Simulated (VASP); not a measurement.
A run of VASP 6.6.1 is set up as follows.

INCAR

```
SYSTEM = Ir
  ALGO = Normal
  EDIFF = 1E-6
  ENCUT = 520
  GGA = PE
  ISIF = 2
  ISMEAR = -1
  LASPH = .TRUE.
  LCHARG = .FALSE.
  LREAL = .FALSE.
  LWAVE = .FALSE.
  NBANDS = 10
  NELM = 100
  PREC = Accurate
  SIGMA = 0.1
```

Contents of KPOINTS:

```
k-points
0
G
  12 12 12
  0 0 0
```

The input POSCAR:

```
Ir
1.0
    0.0000000000      1.9156000000      1.9156000000
    1.9156000000      0.0000000000      1.9156000000
    1.9156000000      1.9156000000      0.0000000000
Ir
1
Direct
    0.0000000000      0.0000000000      0.0000000000
```

Potentials or basis: VASP PAW PBE potentials, release 64 (Ir).

Run with:

```bash
$ cat potpaw_PBE.64/Ir/POTCAR > POTCAR
$ mpirun -np 1 vasp_std > vasp.out
```

Problem. Predict the pressure.

Solution. 12.0 GPa.
